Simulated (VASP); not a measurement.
# CuPd4 in VASP: relaxation of the atoms with LDA

Aim: the relaxation of the atoms of CuPd4 with LDA.

All numbers are computed with VASP 6.6.1; they aren't measurements. Logs are shortened: lines on timing, memory, paths and dates and some standing lists are left out, and cuts for length are marked.

**1. The cell of the first run**

The cell holds a slab with vacuum, 5 atoms: a = 2.715 Å, b = 2.715 Å, c = 24.758 Å, α = 90.00°, β = 90.00°, γ = 90.00°.

**2. Relaxation of the atoms, LDA**

Input file INCAR:

```
SYSTEM = CuPd4
PREC = Accurate
ENCUT = 520
EDIFF = 1E-7
ISMEAR = 0
SIGMA = 0.1
LREAL = .False.
LASPH = .True.
NELM = 120
ALGO = Normal
ISIF = 2
LWAVE = .False.
LCHARG = .False.
LDIPOL = .True.
IDIPOL = 3
DIPOL = 0.5 0.5 0.501
IBRION = 2
NSW = 90
EDIFFG = -0.03
GGA_COMPAT = .False.
NELMIN = 4
NELMDL = -8
```

Input file KPOINTS:

```
Automatic mesh
0
Gamma
  11 11 1
  0 0 0
```

Input file POSCAR:

```
CuPd4
1.0
    2.7145474424      0.0000000000      0.0000000000
    0.0000000000      2.7145474424      0.0000000000
    0.0000000000      0.0000000000     24.7584247130
Pd Cu
4 1
Selective dynamics
Direct
    0.5000000000      0.5000000000      0.3433174807  F F F
    0.0000000000      0.0000000000      0.4208456324  F F F
    0.5000000000      0.5000000000      0.4980296769  T T T
    0.0000000000      0.0000000000      0.5741103515  T T T
    0.0000000000      0.5000000000      0.6694314403  T T T
```

Potentials or basis: VASP PAW LDA potentials, release 64 (Pd, Cu).

Started as:

```sh
$ cat potpaw_LDA.64/Pd/POTCAR potpaw_LDA.64/Cu/POTCAR > POTCAR
$ mpirun -np 1 vasp_std > vasp.out
```

OUTCAR:

```text
SYSTEM = CuPd4
   PREC = Accurate
   ENCUT = 520
   EDIFF = 1E-7
   ISMEAR = 0
   LREAL = .False.
   LASPH = .True.
   NELM = 120
   ISIF = 2
   IBRION = 2
   NSW = 90
   EDIFFG = -0.03
   NELMIN = 4
   NELMDL = -8

 ion  position               nearest neighbor table
   1  0.500  0.500  0.343-   2 2.71   2 2.71   2 2.71   2 2.71
   2  0.000  0.000  0.421-   3 2.71   3 2.71   3 2.71   3 2.71   1 2.71   1 2.71   1 2.71   1 2.71

   3  0.500  0.500  0.498-   4 2.69   4 2.69   4 2.69   4 2.69   2 2.71   2 2.71   2 2.71   2 2.71

   4  0.000  0.000  0.574-   3 2.69   3 2.69   3 2.69   3 2.69   5 2.72   5 2.72
   5  0.000  0.500  0.669-   4 2.72   4 2.72

  LATTYP: Found a simple tetragonal cell.
 ALAT       =     2.7145474424
 C/A-ratio  =     9.1206454256

  Lattice vectors:

 A1 = (   2.7145474424,   0.0000000000,   0.0000000000)
 A2 = (   0.0000000000,   2.7145474424,   0.0000000000)
 A3 = (   0.0000000000,   0.0000000000,  24.7584247130)

Analysis of symmetry for initial positions (statically):
=====================================================================
 Subroutine PRICEL returns:
 Original cell was already a primitive cell.

 Routine SETGRP: Setting up the symmetry group for a
 simple tetragonal supercell.

 Subroutine GETGRP returns: Found  4 space group operations
 (whereof  4 operations were pure point group operations)
 out of a pool of 16 trial point group operations.

The static configuration has the point symmetry C_2v.

Analysis of symmetry for dynamics (positions and initial velocities):
=====================================================================
 Subroutine PRICEL returns:
 Original cell was already a primitive cell.

 Routine SETGRP: Setting up the symmetry group for a
 simple tetragonal supercell.

 Subroutine GETGRP returns: Found  4 space group operations
 (whereof  4 operations were pure point group operations)
 out of a pool of 16 trial point group operations.

The dynamic configuration has the point symmetry C_2v.

Analysis of constrained symmetry for selective dynamics:
=====================================================================
 Subroutine PRICEL returns:
 Original cell was already a primitive cell.

 Routine SETGRP: Setting up the symmetry group for a
 simple tetragonal supercell.

 Subroutine GETGRP returns: Found  4 space group operations
 (whereof  4 operations were pure point group operations)
 out of a pool of 16 trial point group operations.

The constrained configuration has the point symmetry C_2v.

[... 133 lines left out ...]
   LEPSILON=     F    determine dielectric tensor
   LRPA    =     F    only Hartree local field effects (RPA)
 conjugate gradient relaxation of ions
 non-spin polarized calculation
 Gauss-broadening in eV      SIGMA  =   0.10
  energy-cutoff  :      520.00
  volume of cell :      182.44
 maximum number of plane-waves:      4948
   NGX = 11   NGY = 11   NGZ = 93

 dipolmoment           0.000000      0.000000      0.001640 electrons x Angstroem

--------------------------------------- Ionic step        1  -------------------------------------------

 number of electron      50.9999988 magnetization

 Free energy of the ion-electron system (eV)
  ---------------------------------------------------
  ext. energy  EPLUGINS =         0.00000000
  ---------------------------------------------------
  free energy    TOTEN  =       -28.08187732 eV

  energy without entropy =      -28.03256673  energy(sigma->0) =      -28.05722202

------------------------ aborting loop because EDIFF is reached ----------------------------------------

  FORCE on cell =-STRESS in cart. coord.  units (eV):
  Direction    XX          YY          ZZ          XY          YZ          ZX
  --------------------------------------------------------------------------------------
  -------------------------------------------------------------------------------------
  Total       -4.5442005     -4.7697923     -2.5109955      0.0000000      0.0000000      0.0000000
  in kB      -39.9071014    -41.8882452    -22.0515257      0.0000000      0.0000000      0.0000000
  external PRESSURE =     -34.6156241 kB  Pullay stress =       0.0000000 kB
[... 98 lines left out ...]
  FREE ENERGIE OF THE ION-ELECTRON SYSTEM (eV)
  ---------------------------------------------------
  free  energy   TOTEN  =       -28.2595286932 eV

  energy  without entropy=      -28.2102156395  energy(sigma->0) =      -28.23487217

[... ionic steps 4 to 10 ...]

--------------------------------------- Ionic step       11  -------------------------------------------

 number of electron      50.9999986 magnetization

------------------------ aborting loop because EDIFF is reached ----------------------------------------
[... 73 lines left out ...]
--------------------------------------- Ionic step       13  -------------------------------------------

 number of electron      50.9999986 magnetization

 dipolmoment           0.000000      0.000000     -0.031307 electrons x Angstroem

 Free energy of the ion-electron system (eV)
  ---------------------------------------------------
  ext. energy  EPLUGINS =         0.00000000
  ---------------------------------------------------
  free energy    TOTEN  =       -28.30329562 eV

  energy without entropy =      -28.25276553  energy(sigma->0) =      -28.27803058

 E-fermi :   0.4593     XC(G=0):  -6.0040

 val. band max:        0.4513262352   @ k =   0.0000   0.0000   0.0000
 cond. band min:       0.4699085843   @ k =   0.2727   0.0000   0.0000
 fundamental gap:      0.0185823491
 Fermi energy:         0.4592520625

 k-point     1 :       0.0000    0.0000    0.0000
  band No.  band energies     occupation
      1      -6.6064      2.00000
      2      -5.5231      2.00000
      3      -5.0212      2.00000
      4      -4.7688      2.00000
      5      -4.3878      2.00000
      6      -4.1663      2.00000
[... 781 lines left out ...]
     29       3.9140      0.00000
     30       5.6100      0.00000

 [... further k-points ...]

------------------------ aborting loop because EDIFF is reached ----------------------------------------

 vacuum level on the upper side and lower side of the slab       (xc-potential included)        -0.388         0.323

  FORCE on cell =-STRESS in cart. coord.  units (eV):
  Direction    XX          YY          ZZ          XY          YZ          ZX
  --------------------------------------------------------------------------------------
  -------------------------------------------------------------------------------------
  Total       -4.6756235     -3.7148529     -0.4032008      0.0000000      0.0000000      0.0000000
  in kB      -41.0612560    -32.6237828     -3.5409032      0.0000000      0.0000000      0.0000000
  external PRESSURE =     -25.7419807 kB  Pullay stress =       0.0000000 kB
[... 20 lines left out ...]
  FREE ENERGIE OF THE ION-ELECTRON SYSTEM (eV)
  ---------------------------------------------------
  free  energy   TOTEN  =       -28.3032956212 eV

  energy  without entropy=      -28.2527655291  energy(sigma->0) =      -28.27803058

 reached required accuracy - stopping structural energy minimisation

 vacuum level on the upper side and lower side of the slab         5.209         5.942
```

OSZICAR:

```text
N       E                     dE             d eps       ncg     rms          rms(c)
DAV:   1     0.419221957518E+03    0.41922E+03   -0.22479E+04  2160   0.160E+03
DAV:   2     0.828361077834E+01   -0.41094E+03   -0.38396E+03  2466   0.364E+02
DAV:   3    -0.286112039170E+02   -0.36895E+02   -0.33136E+02  3048   0.109E+02
DAV:   4    -0.312852333622E+02   -0.26740E+01   -0.25256E+01  2642   0.260E+01
[... 237 lines left out ...]
DAV:   9    -0.283032971482E+02    0.23015E-04   -0.98717E-05  3610   0.185E-01    0.981E-03
DAV:  10    -0.283032959188E+02    0.12294E-05   -0.96175E-06  3100   0.341E-02    0.644E-03
DAV:  11    -0.283032955732E+02    0.34557E-06   -0.12360E-06  3236   0.257E-02    0.364E-03
DAV:  12    -0.283032955804E+02   -0.71686E-08   -0.10689E-06  1880   0.793E-03    0.170E-03
DAV:  13    -0.283032956212E+02   -0.40851E-07   -0.15152E-07  1410   0.857E-03
  13 F= -.28303296E+02 E0= -.28278031E+02  d E =-.123259E-02
```

It took 74 min on 1 thread of Intel Xeon 8259CL, shared host; peak memory 0.35 GiB.

Results:

```
Free energy               : -28.3033 eV
Energy gained by relaxing : 44.3 meV/atom
Ionic steps               : 13
Band gap on the k mesh    : zero (an odd number of electrons rules out a gap without spin polarisation)
```

The path:
| step | energy change (eV) | largest force on free atoms (eV/Å) | pressure (GPa) |
| --- | --- | --- | --- |
| 1 | 0.0000 | 1.3026 | -3.46 |
| 2 | -0.1175 | 0.8944 | -3.65 |
| 3 | -0.1777 | 0.7240 | -3.46 |
| 4 | -0.1780 | 0.6921 | -3.50 |
| 5 | -0.2053 | 0.3014 | -3.36 |
| 6 | -0.2100 | 0.3161 | -3.24 |
| 7 | -0.2137 | 0.1029 | -3.23 |
| 8 | -0.2137 | 0.1082 | -3.23 |
| 9 | -0.2152 | 0.1070 | -3.18 |
| 10 | -0.2184 | 0.1009 | -3.00 |
| 11 | -0.2199 | 0.1447 | -2.63 |
| 12 | -0.2202 | 0.0971 | -2.74 |
| 13 | -0.2214 | 0.0047 | -2.57 |

Final structure:
```yaml
crystal:
  lattice:
    - [2.71455, 0.00000, 0.00000]
    - [0.00000, 2.71455, 0.00000]
    - [0.00000, 0.00000, 24.75842]
  atoms:
    - { symbol: Pd, position: [0.50000, 0.50000, 0.34332] }
    - { symbol: Pd, position: [0.00000, 0.00000, 0.42085] }
    - { symbol: Pd, position: [0.50000, 0.50000, 0.49859] }
    - { symbol: Pd, position: [0.00000, 0.00000, 0.57654] }
    - { symbol: Cu, position: [0.00000, 0.50000, 0.65919] }
```
